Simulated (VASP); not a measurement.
# TiB (F-43m) in VASP: notebook

TiB is run at these levels: PBEsol; tasks: vibrations by perturbation theory.

All numbers are computed with VASP 6.6.1; they aren't measurements. Logs are shortened: lines on timing, memory, paths and dates and some standing lists are left out, and cuts for length are marked.

## (1) The cell of the first run

The structure is cubic, space group F-43m (No. 216). The conventional cell has a = 4.946 Å, b = 4.946 Å, c = 4.946 Å, α = 90.00°, β = 90.00°, γ = 90.00°. Ti (site symmetry -43m) has 4 B at 2.14 Å within 2.8 Å. B (site symmetry -43m) has 4 Ti at 2.14 Å within 2.8 Å.

## (2) Vibrations by perturbation theory, PBEsol (phonons at volume x 1.02)

INCAR reads:

```
SYSTEM = TiB
PREC = Accurate ; ENCUT = 520
EDIFF = 1E-8 ; ISMEAR = -1
SIGMA = 0.15 ; LREAL = .False.
LASPH = .True. ; NELM = 60
ALGO = Normal ; ISIF = 2
LWAVE = .False. ; LCHARG = .True.
GGA = PS ; NBANDS = 14
IBRION = 8 ; NSW = 1
```

KPOINTS reads:

```
regular mesh
0
Gamma
  14 14 14
  0 0 0
```

POSCAR reads:

```
TiB
1.0
    0.0000000000      2.4730992810      2.4730992810
    2.4730992810      0.0000000000      2.4730992810
    2.4730992810      2.4730992810      0.0000000000
Ti B
1 1
Direct
    0.7500000000      0.7500000000      0.7500000000
    0.0000000000      0.0000000000      0.0000000000
```

Potentials or basis: VASP PAW PBE potentials, release 64 (Ti_sv, B).

Started as:

```
$ cat potpaw_PBE.64/Ti_sv/POTCAR potpaw_PBE.64/B/POTCAR > POTCAR
$ mpirun -np 1 vasp_std > vasp.out
```

OUTCAR:

```text
SYSTEM = TiB
   PREC = Accurate
   ENCUT = 520
   EDIFF = 1E-8
   ISMEAR = -1
   LREAL = .False.
   LASPH = .True.
   NELM = 60
   ISIF = 2
   GGA = PS
   IBRION = 8
   NSW = 1

 ion  position               nearest neighbor table
   1  0.750  0.750  0.750-   2 2.14   2 2.14   2 2.14   2 2.14
   2  0.000  0.000  0.000-   1 2.14   1 2.14   1 2.14   1 2.14

  LATTYP: Found a face centered cubic cell.
 ALAT       =     4.9461985620

  Lattice vectors:

 A1 = (   0.0000000000,   2.4730992810,   2.4730992810)
 A2 = (   2.4730992810,   0.0000000000,   2.4730992810)
 A3 = (   2.4730992810,   2.4730992810,   0.0000000000)

Analysis of symmetry for initial positions (statically):
=====================================================================
 Subroutine PRICEL returns:
 Original cell was already a primitive cell.

 Routine SETGRP: Setting up the symmetry group for a
 face centered cubic supercell.

 Subroutine GETGRP returns: Found 24 space group operations
 (whereof 24 operations were pure point group operations)
 out of a pool of 48 trial point group operations.

The static configuration has the point symmetry T_d .

Analysis of symmetry for dynamics (positions and initial velocities):
=====================================================================
 Subroutine PRICEL returns:
 Original cell was already a primitive cell.

 Routine SETGRP: Setting up the symmetry group for a
 face centered cubic supercell.

 Subroutine GETGRP returns: Found 24 space group operations
 (whereof 24 operations were pure point group operations)
 out of a pool of 48 trial point group operations.

The dynamic configuration has the point symmetry T_d .

 Subroutine INISYM returns: Found 24 space group operations
 (whereof 24 operations are pure point group operations),
 and found     1 'primitive' translations

----------------------------------------------------------------------------------------

                                     Primitive cell

  volume of cell :      30.2520

  direct lattice vectors                    reciprocal lattice vectors
     0.000000000  2.473099281  2.473099281    -0.202175466  0.202175466  0.202175466
     2.473099281  0.000000000  2.473099281     0.202175466 -0.202175466  0.202175466
     2.473099281  2.473099281  0.000000000     0.202175466  0.202175466 -0.202175466

  length of vectors
     3.497490544  3.497490544  3.497490544     0.350178179  0.350178179  0.350178179

  position of ions in fractional coordinates (direct lattice)
     0.750000000  0.750000000  0.750000000
     0.000000000  0.000000000  0.000000000

  ion indices of the primitive-cell ions
   primitive index   ion index
                 1           1
                 2           2

----------------------------------------------------------------------------------------

 KPOINTS: regular mesh

Automatic generation of k-mesh.
 Grid dimensions read from file:
 generate k-points for:   14   14   14

 Generating k-lattice:

  Cartesian coordinates                     Fractional coordinates (reciprocal lattice)
    -0.014441105  0.014441105  0.014441105     0.071428571  0.000000000  0.000000000
     0.014441105 -0.014441105  0.014441105     0.000000000  0.071428571  0.000000000
     0.014441105  0.014441105 -0.014441105     0.000000000  0.000000000  0.071428571

  Length of vectors
     0.025012727  0.025012727  0.025012727

  Shift w.r.t. Gamma in fractional coordinates (k-lattice)
     0.000000000  0.000000000  0.000000000

 Subroutine IBZKPT returns following result:
 ===========================================

 Found    104 irreducible k-points:

 Following reciprocal coordinates:
            Coordinates               Weight
  0.000000  0.000000  0.000000      1.000000
  0.071429  0.000000  0.000000      8.000000
  0.142857  0.000000  0.000000      8.000000
  0.214286  0.000000  0.000000      8.000000
  0.285714  0.000000  0.000000      8.000000
  0.357143  0.000000  0.000000      8.000000
[... 16 lines left out ...]
  0.214286  0.142857  0.000000     24.000000
  0.285714  0.142857  0.000000     24.000000
 [... further k-points ...]
   k-points           NKPTS =    104   k-points in BZ     NKDIM =    104   number of bands    NBANDS=     14
   number of dos      NEDOS =    301   number of ions     NIONS =      2
   total plane-waves  NPLWV =  21952
   dimension x,y,z NGX =    28 NGY =   28 NGZ =   28
   dimension x,y,z NGXF=    56 NGYF=   56 NGZF=   56
   ions per type =               1   1
   NGX,Y,Z   is equivalent  to a cutoff of  13.31, 13.31, 13.31 a.u.
   NGXF,Y,Z  is equivalent  to a cutoff of  26.62, 26.62, 26.62 a.u.
 SYSTEM =  TiB
[... 17 lines left out ...]
   POTIM  = 0.5000    time-step for ionic-motion
   TEBEG  =    0.0;   TEEND  =   0.0 temperature during run
   PSTRESS=    0.0 pullay stress
   NELECT =      15.0000    total number of electrons
   NUPDOWN=      -1.0000    fix difference up-down
   EMIN   =  10.00;   EMAX   =-10.00  energy-range for DOS
   EFERMI =   0.00;   METHOD = LEGACY
   ISMEAR =    -1;   SIGMA  =   0.15  broadening in eV -4-tet -1-fermi 0-gaus
   EFERMI_NEDOS =   21; number of points for ismear=-14 and -15
   IALGO  =     38    algorithm
   IMIX   =      4    mixing-type and parameters
     AMIX     =   0.40;   BMIX     =  1.00
     AMIX_MAG =   1.60;   BMIX_MAG =  1.00
  volume/ion in A,a.u.               =      15.13       102.08
  Fermi-wavevector in a.u.,A,eV,Ry     =   1.295747  2.448608 22.843658  1.678961
  Thomas-Fermi vector in A             =   2.427248
   LORBIT       =      0    0 simple, 1 ext, 2 COOP (PROOUT), +10 PAW based schemes
   GGA     = PS    functional components
   LHFCALC =     F    Hartree Fock is set to
   AEXX    =    0.0000 exact exchange contribution
   IVDW    =     0    specifies the selected vdW correction
   LEPSILON=     F    determine dielectric tensor
   LRPA    =     F    only Hartree local field effects (RPA)
 non-spin polarized calculation
  energy-cutoff  :      520.00
  volume of cell :       30.25
 maximum number of plane-waves:       869
 NGX is ok and might be reduce to    28
   NGX = 13   NGY = 13   NGZ = 13

--------------------------------------- Ionic step        1  -------------------------------------------

 number of electron      15.0000003 magnetization

 Free energy of the ion-electron system (eV)
  ---------------------------------------------------
  ext. energy  EPLUGINS =         0.00000000
  ---------------------------------------------------
  free energy    TOTEN  =       -13.88751814 eV

  energy without entropy =      -13.75266946  energy(sigma->0) =      -13.82009380

 E-fermi :   4.6051     XC(G=0): -10.6127

 val. band max:        4.5956406688   @ k =   0.3571   0.2857   0.0000
 cond. band min:       4.6351973473   @ k =  -0.3571   0.2857   0.0714
 fundamental gap:      0.0395566785
 Fermi energy:         4.6051276431

 k-point     1 :       0.0000    0.0000    0.0000
  band No.  band energies     occupation
      1     -51.3473      2.00000
      2     -27.6627      2.00000
      3     -27.6627      2.00000
      4     -27.6627      2.00000
      5      -3.1650      2.00000
      6       3.5904      1.99770
      7       3.5904      1.99770
      8       3.5904      1.99770
      9       6.7081      0.00000
     10       6.7081      0.00000
     11      12.7340      0.00000
     12      13.0666      0.00000
     13      13.0666      0.00000
     14      13.0666      0.00000
[... 377 lines left out ...]
      1     -51.3397      2.00000
      2     -27.7277      2.00000
      3     -27.6822      2.00000
      4     -27.6805      2.00000
      5      -2.0151      2.00000
      6       2.8331      1.99999
      7       3.9713      1.97118
      8       4.0469      1.95274
      9       6.1485      0.00007
     10       6.9465      0.00000
     11      10.3837      0.00000
     12      11.3795      0.00000
     13      12.1253      0.00000
     14      14.3743      0.00000

 [... further k-points ...]

------------------------ aborting loop because EDIFF is reached ----------------------------------------

  FORCE on cell =-STRESS in cart. coord.  units (eV):
  Direction    XX          YY          ZZ          XY          YZ          ZX
  --------------------------------------------------------------------------------------
  -------------------------------------------------------------------------------------
  Total       -0.3710118     -0.3710118     -0.3710118      0.0000000      0.0000000     -0.0000000
  in kB      -19.6491446    -19.6491446    -19.6491446      0.0000000      0.0000000     -0.0000000
  external PRESSURE =     -19.6491446 kB  Pullay stress =       0.0000000 kB

 VOLUME and BASIS-vectors are now :
 -----------------------------------------------------------------------------
  energy-cutoff  :      520.00
  volume of cell :       30.25
      direct lattice vectors                 reciprocal lattice vectors
     0.000000000  2.473099281  2.473099281    -0.202175466  0.202175466  0.202175466
     2.473099281  0.000000000  2.473099281     0.202175466 -0.202175466  0.202175466
     2.473099281  2.473099281  0.000000000     0.202175466  0.202175466 -0.202175466

 POSITION                                       TOTAL-FORCE (eV/Angst)
 -----------------------------------------------------------------------------------
      3.70965      3.70965      3.70965        -0.000000     -0.000000     -0.000000
      0.00000      0.00000      0.00000         0.000000      0.000000      0.000000
 -----------------------------------------------------------------------------------
    total drift:                                0.000001      0.000001      0.000001

  FREE ENERGIE OF THE ION-ELECTRON SYSTEM (eV)
  ---------------------------------------------------
  free  energy   TOTEN  =       -13.8875181398 eV

  energy  without entropy=      -13.7526694552  energy(sigma->0) =      -13.82009380

[... ionic steps 2 to 3 ...]

--------------------------------------- Ionic step        4  -------------------------------------------

------------------------ aborting loop because EDIFF is reached ----------------------------------------

[... ionic steps 5 to 6 ...]

--------------------------------------- Ionic step        7  -------------------------------------------

 Free energy of the ion-electron system (eV)
  ---------------------------------------------------
  ---------------------------------------------------
  free energy    TOTEN  =        -0.04158297 eV

  energy without entropy =       -0.04158297

------------------------ aborting loop because EDIFF is reached ----------------------------------------

 INTERNAL STRAIN TENSOR  FOR ION    2  DIRECTION 1   (eV/Angst):
 -----------------------------------------------------------------------------
    -0.00703  0.00000  0.00000
    -0.00000  0.00185-10.55225
     0.00000-10.55225  0.00185

 INTERNAL STRAIN TENSOR FOR ION    2 for displacements in x,y,z  (eV/Angst):
          X           Y           Z          XY          YZ          ZX
  --------------------------------------------------------------------------------
  x     0.00000     0.00000     0.00000    -0.00000   -10.55225     0.00000
  y     0.00000     0.00000     0.00000     0.00000    -0.00000   -10.55225
  z     0.00000     0.00000     0.00000   -10.55225     0.00000    -0.00000

 SECOND DERIVATIVES (NOT SYMMETRIZED)
 ------------------------------------
               1X          1Y          1Z          2X          2Y          2Z
  1X    -8.794200    0.000000    0.000000    8.794200    0.000000    0.000000
  1Y     0.000000   -8.794200    0.000000    0.000000    8.794200    0.000000
  1Z     0.000000    0.000000   -8.794200    0.000000    0.000000    8.794200
  2X     8.779992    0.000000    0.000000   -8.779992    0.000000    0.000000
  2Y     0.000000    8.779992    0.000000    0.000000   -8.779992    0.000000
  2Z     0.000000    0.000000    8.779992    0.000000    0.000000   -8.779992

 Eigenvectors and eigenvalues of the dynamical matrix
 ----------------------------------------------------

   1 f  =   15.600492 THz    98.020779 2PiTHz  520.376384 cm-1    64.518420 meV
             X         Y         Z           dx          dy          dz
      3.709649  3.709649  3.709649    -0.429471    0.000000    0.000000
      0.000000  0.000000  0.000000     0.903081    0.000000    0.000000
[... 21 lines left out ...]
   6 f/i=    0.004891 THz     0.030734 2PiTHz    0.163160 cm-1     0.020229 meV
             X         Y         Z           dx          dy          dz
      3.709649  3.709649  3.709649     0.000000    0.000000    0.903081
      0.000000  0.000000  0.000000     0.000000    0.000000    0.429471

--------------------------------------------------------------------------------------------------------

 ELASTIC MODULI CONTR FROM IONIC RELAXATION (kBar)
 Direction    XX          YY          ZZ          XY          YZ          ZX
 --------------------------------------------------------------------------------
 XX          -0.0000     -0.0000      0.0000      0.0000     -0.0000     -0.0000
 YY          -0.0000     -0.0000     -0.0000      0.0000      0.0000     -0.0000
 ZZ           0.0000     -0.0000     -0.0000     -0.0000      0.0000     -0.0000
 XY           0.0000      0.0000     -0.0000   -703.8551      0.0000      0.0000
 YZ          -0.0000      0.0000      0.0000      0.0000   -703.8551     -0.0000
 ZX          -0.0000     -0.0000     -0.0000      0.0000     -0.0000   -703.8551
 --------------------------------------------------------------------------------
```

It took 7.8 min on 1 thread of Intel Xeon 6975P-C (Granite Rapids), shared host; peak memory 0.5 GiB.

What came out:

* Highest phonon frequency at Γ, LO-TO splitting left out: 520 cm⁻¹

Phonon frequencies in cm⁻¹ (negative: imaginary):
```csv
q point,frequencies
"(0.000, 0.000, 0.000)",0 0 0 520 520 520
```

Caveat: the cell differs from its parent crystal (phonons at volume x 1.02); the cell wasn't relaxed at this level first, which shifts response properties; the PAW data sets were made with another functional, which shifts forces and pressure a little.

(Continued in part 2 of 2.)
